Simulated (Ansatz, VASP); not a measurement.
**One calculation of Co, two programs**

File INCAR:

```
PREC = Accurate
ENCUT = 520
EDIFF = 1E-8
ISMEAR = -1
SIGMA = 0.05
LREAL = F
LASPH = T
NELM = 150
ALGO = Normal
ISIF = 2
LWAVE = F
LCHARG = F
ISPIN = 2
MAGMOM = 2
LORBIT = 11
LMAXMIX = 4
GGA = PE
LEFG = T
NBANDS = 14
```

Contents of KPOINTS:

```
regular mesh
0
Gamma
  18 18 18
```

The input POSCAR:

```
Co
1.0
    0.0000000000      1.7711757219      1.7711757219
    1.7711757219      0.0000000000      1.7711757219
    1.7711757219      1.7711757219      0.0000000000
Co
1
Direct
    0.0000000000      0.0000000000      0.0000000000
```

Input for Ansatz:

```yaml
crystal:
  lattice:
    - [0.0, 1.7711757219, 1.7711757219]
    - [1.7711757219, 0.0, 1.7711757219]
    - [1.7711757219, 1.7711757219, 0.0]
  atoms:
    - { symbol: Co, position: [0.0, 0.0, 0.0], spin: 2.0 }
magnetization:
  spin_polarized: true
kpoints:
  mp_grid: { grid: [18, 18, 18] }
scf:
  occupations: { method: fermi_dirac, width: 0.05 }
hamiltonian:
  xc: pbe
  pseudopotentials: { kind: paw }
output:
  forces: true
  stress: true
  eigenvalues: true
  efg: { contact_densities: true }
```

Change from the starting cell: volume scaled by 1.025, PAW files.

Alike in both runs: task electric field gradients; functional PBE; k mesh 18 × 18 × 18; occupations fermi-dirac, width 0.05 eV; collinear spin.

|  | VASP | Ansatz |
| --- | --- | --- |
| version | VASP 6.6.1 | Ansatz 0.2.0 |
| potentials or method | VASP PAW PBE potentials, release 64 (Co) | PAW with Ansatz's default frozen-core files, scalar-relativistic |
| plane-wave cutoff (eV) | 520 | 420 |
| valence electrons in the cell | 9 | 17 |

|  | VASP | Ansatz | Ansatz less VASP |
| --- | --- | --- | --- |
| pressure (GPa) | -4.6 | -4.0 | +0.61 |
| net moment per atom (μB) | 1.64 | 1.65 | +0.009 |
| size of the moment on the site where the two differ most (μB) | 1.66 | 1.72 | +0.058 |

Site moments also hang on the region over which each program counts them. The functional is the same, so the differences come from potentials, cutoffs and numerics. VASP's potentials hold 9 valence electrons a cell and Ansatz's 17, so a difference there can come from the potentials and not from the codes.
